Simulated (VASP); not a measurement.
Here is a VASP 6.6.1 calculation.

The input INCAR:

```
SYSTEM = BaO
PREC = Accurate
ENCUT = 600
EDIFF = 1E-8
ISMEAR = 0
SIGMA = 0.01
LREAL = .FALSE.
LASPH = .TRUE.
NELM = 120
ALGO = Normal
ISIF = 2
LWAVE = .FALSE.
LCHARG = .FALSE.
NBANDS = 15
IBRION = 8
NSW = 1
LEPSILON = .TRUE.
GGA_COMPAT = .FALSE.
```

File KPOINTS:

```
Automatic mesh
0
G
  8 8 8
  0 0 0
```

POSCAR

```
BaO
1.0
    0.0000000000      2.7170902275      2.7170902275
    2.7170902275      0.0000000000      2.7170902275
    2.7170902275      2.7170902275      0.0000000000
Ba O
1 1
Direct
    0.0000000000      0.0000000000      0.0000000000
    0.5000000000      0.5000000000      0.5000000000
```

Potentials or basis: VASP PAW LDA potentials, release 64 (Ba_sv, O).

Command:

```sh
$ cat potpaw_LDA.64/Ba_sv/POTCAR potpaw_LDA.64/O/POTCAR > POTCAR
$ mpirun -np 1 vasp_std > vasp.out
```

Problem. What does it give for the electronic dielectric tensor (diagonal)?

Solution. 4.42.

Problem. What does it give for the Born charges (mean of the diagonal)?

Solution. Ba +2.83; O -2.83 e.

Problem. Predict the highest phonon frequency at Γ, LO-TO splitting left out.

Solution. 124 cm⁻¹.

Electronic dielectric tensor:
```
4.42 0.00 0.00
0.00 4.42 0.00
0.00 0.00 4.42
```

Caveat: the cell stands under pressure or tension, which shifts response properties.
